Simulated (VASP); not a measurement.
# LiCl (kpbe) (Fm-3m) in VASP: vibrations by perturbation theory with PBE

Aim: the vibrations by perturbation theory of LiCl (kpbe) with PBE.

All numbers are computed with VASP 6.6.1; they aren't measurements. Logs are shortened: lines on timing, memory, paths and dates and some standing lists are left out, and cuts for length are marked.

### 1 The cell of the first run

The structure is cubic, space group Fm-3m (No. 225). Conventional cell: a = 5.151 Å, b = 5.151 Å, c = 5.151 Å, α = 90.00°, β = 90.00°, γ = 90.00°. Li (site symmetry m-3m) has 6 Cl at 2.58 Å within 3.4 Å. Cl (site symmetry m-3m) has 6 Li at 2.58 Å within 3.4 Å.

### 2 Vibrations by perturbation theory, PBE

Contents of INCAR:

```
PREC = Accurate ; ENCUT = 520
EDIFF = 1E-8 ; ISMEAR = 0
SIGMA = 0.01 ; LREAL = F
LASPH = T ; NELM = 100
ALGO = Normal ; ISIF = 2
LWAVE = F ; LCHARG = F
GGA = PE ; NBANDS = 12
IBRION = 8 ; NSW = 1
LEPSILON = T
```

Contents of KPOINTS:

```
regular mesh
0
Gamma
  8 8 8
```

Contents of POSCAR:

```
LiCl
1.0
    0.0000000000      2.5753068875      2.5753068875
    2.5753068875      0.0000000000      2.5753068875
    2.5753068875      2.5753068875      0.0000000000
Li Cl
1 1
Direct
    0.0000000000      0.0000000000      0.0000000000
    0.5000000000      0.5000000000      0.5000000000
```

Potentials or basis: VASP PAW PBE potentials, release 64 (Li_sv, Cl).

Run with:

```
> cat potpaw_PBE.64/Li_sv/POTCAR potpaw_PBE.64/Cl/POTCAR > POTCAR
> mpirun -np 1 vasp_std > vasp.out
```

OUTCAR:

```text
PREC = Accurate
   ENCUT = 520
   EDIFF = 1E-8
   ISMEAR = 0
   LREAL = F
   LASPH = T
   NELM = 100
   ISIF = 2
   GGA = PE
   IBRION = 8
   NSW = 1
   LEPSILON = T

 ion  position               nearest neighbor table
   1  0.000  0.000  0.000-   2 2.58   2 2.58   2 2.58   2 2.58   2 2.58   2 2.58
   2  0.500  0.500  0.500-   1 2.58   1 2.58   1 2.58   1 2.58   1 2.58   1 2.58

  LATTYP: Found a face centered cubic cell.
 ALAT       =     5.1506137750

  Lattice vectors:

 A1 = (   0.0000000000,   2.5753068875,   2.5753068875)
 A2 = (   2.5753068875,   0.0000000000,   2.5753068875)
 A3 = (   2.5753068875,   2.5753068875,   0.0000000000)

Analysis of symmetry for initial positions (statically):
=====================================================================
 Subroutine PRICEL returns:
 Original cell was already a primitive cell.

 Routine SETGRP: Setting up the symmetry group for a
 face centered cubic supercell.

 Subroutine GETGRP returns: Found 48 space group operations
 (whereof 48 operations were pure point group operations)
 out of a pool of 48 trial point group operations.

The static configuration has the point symmetry O_h .

Analysis of symmetry for dynamics (positions and initial velocities):
=====================================================================
 Subroutine PRICEL returns:
 Original cell was already a primitive cell.

 Routine SETGRP: Setting up the symmetry group for a
 face centered cubic supercell.

 Subroutine GETGRP returns: Found 48 space group operations
 (whereof 48 operations were pure point group operations)
 out of a pool of 48 trial point group operations.

The dynamic configuration has the point symmetry O_h .

 Subroutine INISYM returns: Found 48 space group operations
 (whereof 48 operations are pure point group operations),
 and found     1 'primitive' translations

----------------------------------------------------------------------------------------

                                     Primitive cell

  volume of cell :      34.1599

  direct lattice vectors                    reciprocal lattice vectors
     0.000000000  2.575306888  2.575306888    -0.194151618  0.194151618  0.194151618
     2.575306888  0.000000000  2.575306888     0.194151618 -0.194151618  0.194151618
     2.575306888  2.575306888  0.000000000     0.194151618  0.194151618 -0.194151618

  length of vectors
     3.642033928  3.642033928  3.642033928     0.336280467  0.336280467  0.336280467

  position of ions in fractional coordinates (direct lattice)
     0.000000000  0.000000000  0.000000000
     0.500000000  0.500000000  0.500000000

  ion indices of the primitive-cell ions
   primitive index   ion index
                 1           1
                 2           2

----------------------------------------------------------------------------------------

 KPOINTS: regular mesh

Automatic generation of k-mesh.
 Grid dimensions read from file:
 generate k-points for:    8    8    8

 Generating k-lattice:

  Cartesian coordinates                     Fractional coordinates (reciprocal lattice)
    -0.024268952  0.024268952  0.024268952     0.125000000  0.000000000  0.000000000
     0.024268952 -0.024268952  0.024268952     0.000000000  0.125000000  0.000000000
[... 509 lines left out ...]
  free energy    TOTEN  =        -0.20873304 eV

  energy without entropy =       -0.20873304

------------------------ aborting loop because EDIFF is reached ----------------------------------------

--------------------------------------- Ionic step        2  -------------------------------------------

------------------------ aborting loop because EDIFF is reached ----------------------------------------

--------------------------------------- Ionic step        3  -------------------------------------------

------------------------ aborting loop because EDIFF is reached ----------------------------------------

 PIEZOELECTRIC TENSOR FIELD DIRECTION 3  (e Angst)
 -----------------------------------------------------------------------------
    -0.00038  0.00000  0.00000           ( -0.00000  0.00000  0.00000)
     0.00000 -0.00038 -0.00000           (  0.00000 -0.00000 -0.00000)
     0.00000 -0.00000 -0.00019           (  0.00000 -0.00000 -0.00000)

 PIEZOELECTRIC TENSOR FIELD DIRECTION 3  (C/m^2)
 -----------------------------------------------------------------------------
    -0.00018  0.00000  0.00000
     0.00000 -0.00018 -0.00000
     0.00000 -0.00000 -0.00009

--------------------------------------- Ionic step        4  -------------------------------------------

------------------------ aborting loop because EDIFF is reached ----------------------------------------

[... ionic steps 5 to 6 ...]

--------------------------------------- Ionic step        7  -------------------------------------------

 Free energy of the ion-electron system (eV)
  ---------------------------------------------------
  ---------------------------------------------------
  free energy    TOTEN  =        -0.19010647 eV

  energy without entropy =       -0.19010647

------------------------ aborting loop because EDIFF is reached ----------------------------------------

 INTERNAL STRAIN TENSOR  FOR ION    2  DIRECTION 1   (eV/Angst):
 -----------------------------------------------------------------------------
     0.00267 -0.00000  0.00000
     0.00000  0.00890 -0.00000
    -0.00000 -0.00000  0.00890

 MACROSCOPIC STATIC DIELECTRIC TENSOR (including local field effects in DFT)
 ------------------------------------------------------
           2.954149    -0.000000     0.000000
           0.000000     2.954149     0.000000
           0.000000     0.000000     2.954149
 ------------------------------------------------------

 PIEZOELECTRIC TENSOR (including local field effects)  for field in x, y, z        (e  Angst)
          XX          YY          ZZ          XY          YZ          ZX
  --------------------------------------------------------------------------------
  x     0.00000     0.00000     0.00000     0.00000     0.00000     0.00000
  y     0.00000     0.00000     0.00000     0.00000     0.00000     0.00000
  z     0.00000     0.00000     0.00000     0.00000     0.00000     0.00000

 PIEZOELECTRIC TENSOR (including local field effects)  for field in x, y, z        (C/m^2)
          XX          YY          ZZ          XY          YZ          ZX
  --------------------------------------------------------------------------------
  x     0.00000     0.00000     0.00000     0.00000     0.00000     0.00000
  y     0.00000     0.00000     0.00000     0.00000     0.00000     0.00000
  z     0.00000     0.00000     0.00000     0.00000     0.00000     0.00000

 BORN EFFECTIVE CHARGES (including local field effects) (in |e|, cummulative output)
 ---------------------------------------------------------------------------------
 ion    1
    1     1.18959     0.00000     0.00000
    2     0.00000     1.18959     0.00000
    3     0.00000     0.00000     1.18959
 ion    2
    1    -1.18959     0.00000     0.00000
    2     0.00000    -1.18959     0.00000
    3     0.00000     0.00000    -1.18959

 INTERNAL STRAIN TENSOR FOR ION    2 for displacements in x,y,z  (eV/Angst):
          X           Y           Z          XY          YZ          ZX
  --------------------------------------------------------------------------------
  x     0.00000     0.00000     0.00000     0.00000     0.00000     0.00000
  y     0.00000     0.00000     0.00000     0.00000     0.00000     0.00000
  z     0.00000     0.00000     0.00000     0.00000     0.00000     0.00000

 SECOND DERIVATIVES (NOT SYMMETRIZED)
 ------------------------------------
               1X          1Y          1Z          2X          2Y          2Z
  1X    -0.609145    0.000000    0.000000    0.609145    0.000000    0.000000
  1Y     0.000000   -0.609145    0.000000    0.000000    0.609145    0.000000
  1Z     0.000000    0.000000   -0.609145    0.000000    0.000000    0.609145
  2X     0.609539    0.000000    0.000000   -0.609539    0.000000    0.000000
  2Y     0.000000    0.609539    0.000000    0.000000   -0.609539    0.000000
  2Z     0.000000    0.000000    0.609539    0.000000    0.000000   -0.609539

 Eigenvectors and eigenvalues of the dynamical matrix
 ----------------------------------------------------

   1 f  =    5.043756 THz    31.690853 2PiTHz  168.241589 cm-1    20.859289 meV
             X         Y         Z           dx          dy          dz
      0.000000  0.000000  0.000000    -0.913688    0.000000    0.000000
      2.575307  2.575307  2.575307     0.406416    0.000000    0.000000
[... 21 lines left out ...]
   6 f/i=    0.000605 THz     0.003804 2PiTHz    0.020194 cm-1     0.002504 meV
             X         Y         Z           dx          dy          dz
      0.000000  0.000000  0.000000     0.000000   -0.395726   -0.092601
      2.575307  2.575307  2.575307     0.000000   -0.889655   -0.208182

--------------------------------------------------------------------------------------------------------

 MACROSCOPIC STATIC DIELECTRIC TENSOR IONIC CONTRIBUTION
 ------------------------------------------------------
          12.302094     0.000000     0.000000
           0.000000    12.302094     0.000000
           0.000000     0.000000    12.302094
 ------------------------------------------------------

 ELASTIC MODULI CONTR FROM IONIC RELAXATION (kBar)
 Direction    XX          YY          ZZ          XY          YZ          ZX
 --------------------------------------------------------------------------------
 XX           0.0000      0.0000      0.0000      0.0000      0.0000      0.0000
 YY           0.0000      0.0000      0.0000      0.0000      0.0000      0.0000
 ZZ           0.0000      0.0000      0.0000      0.0000      0.0000      0.0000
 XY           0.0000      0.0000      0.0000      0.0000      0.0000      0.0000
 YZ           0.0000      0.0000      0.0000      0.0000      0.0000      0.0000
 ZX           0.0000      0.0000      0.0000      0.0000      0.0000      0.0000
 --------------------------------------------------------------------------------

 PIEZOELECTRIC TENSOR IONIC CONTR  for field in x, y, z        (C/m^2)
          XX          YY          ZZ          XY          YZ          ZX
  --------------------------------------------------------------------------------
  x     0.00000     0.00000     0.00000     0.00000     0.00000     0.00000
  y     0.00000     0.00000     0.00000     0.00000     0.00000     0.00000
  z     0.00000     0.00000     0.00000     0.00000     0.00000     0.00000
```

Wall time 11 min (1 thread of Intel Xeon 8259CL, shared host); peak memory 0.21 GiB.

What came out:

* Electronic dielectric tensor (diagonal): 2.95
* Born charges (mean of the diagonal): Li +1.19; Cl -1.19 e
* Highest phonon frequency at Γ, LO-TO splitting left out: 168 cm⁻¹

Phonon frequencies in cm⁻¹ (negative: imaginary):
| q point | frequencies |
| --- | --- |
| (0.000, 0.000, 0.000) | 0 0 0 168 168 168 |

Electronic dielectric tensor:
```
2.95 0.00 0.00
0.00 2.95 0.00
0.00 0.00 2.95
```

Born effective charge tensors (e):
atom 1, Li
```
1.19 0.00 0.00
0.00 1.19 0.00
0.00 0.00 1.19
```
atom 2, Cl
```
-1.19  0.00  0.00
 0.00 -1.19  0.00
 0.00  0.00 -1.19
```
